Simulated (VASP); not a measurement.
A run of VASP 6.6.1:

INCAR

```
SYSTEM = PtSe2
PREC = Accurate
ENCUT = 600
EDIFF = 1E-7
ISMEAR = 0
SIGMA = 0.1
LREAL = .FALSE.
LASPH = .TRUE.
NELM = 80
ALGO = Normal
ISIF = 3
LWAVE = .FALSE.
LCHARG = .FALSE.
GGA = PE
IBRION = 2
NSW = 80
EDIFFG = -0.025
```

KPOINTS

```
regular mesh
0
G
  6 6 1
  0 0 0
```

The input POSCAR:

```
PtSe2
1.0
    3.7141569855      0.0426244250     -0.0077893257
   -1.8201646579      3.2224436620      0.0284647542
   -0.0270507580      0.0985271027     13.1570390687
Pt Se
2 4
Direct
    0.0485199527      0.0042823139      0.0001086038
    0.0352641686      0.0209914305      0.4965500067
    0.2424648906      0.6687600236      0.1027694605
    0.3224125500      0.6702241163      0.6007400421
    0.6928526887      0.3175680839      0.4037930124
    0.6584857495      0.3181740317      0.8960388744
```

Potentials or basis: VASP PAW PBE potentials, release 64 (Pt, Se).

The run is started by

```console
$ cat potpaw_PBE.64/Pt/POTCAR potpaw_PBE.64/Se/POTCAR > POTCAR
$ mpirun -np 1 vasp_std > vasp.out
```

Hardware: 1 thread of Intel Xeon 8259CL, with other jobs on the host.

How long does it take, and how much memory?

Wall time 33 min on 1 thread of Intel Xeon 8259CL (shared host), peak memory 0.37 GiB. Counts: scf iterations 157, k points 20, ion steps 16.
